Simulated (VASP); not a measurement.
Runs of VASP 6.6.1 on Ag. The structure is that of space group Im-3m (No. 229), or close to it. The cells are those of the table. This isn't the form of Ag at room conditions, which is fcc.

| task | cell | gap on the mesh (eV) | pressure (GPa) |
| --- | --- | --- | --- |
| relaxation of cell and atoms | relaxed to 30 GPa from a = 2.806 Å, angles 109.5°, 1 atom | none | 30.0 |
| relaxation of cell and atoms | relaxed to 15 GPa from a = 2.806 Å, angles 109.5°, 1 atom | none | 14.8 |
| relaxation of cell and atoms | relaxed to 45 GPa from a = 2.806 Å, angles 109.5°, 1 atom | none | 45.1 |
| single point | a = 2.679 Å, angles 109.5°, 1 atom | none | 29.6 |
| single point | a = 2.859 Å, angles 109.5°, 1 atom | none | -0.1 |
| relaxation of cell and atoms | relaxed from a = 2.806 Å, angles 109.5°, 1 atom | none | 0.0 |
| single point | a = 2.747 Å, angles 109.5°, 1 atom | none | 14.8 |
| single point | a = 2.631 Å, angles 109.5°, 1 atom | none | (a) |

Alike in all rows: level PBE; potentials or basis VASP PAW PBE potentials, release 64 (Ag); no spin polarisation; k mesh 20 × 20 × 20; cutoff (eV) 500; smearing fermi-dirac 0.1 eV.

Problem. Fill in the values left out.

Solution. (a) 44.5.

Caveats: the cell is relaxed towards a set pressure, so the run minimises the enthalpy, not the energy (at least some runs); the cell stands under pressure (at least some runs).

A k mesh can miss the band edges, and the runs leave out spin-orbit coupling on Ag.

A gap of «none» marks levels without a gap at the run's occupations.
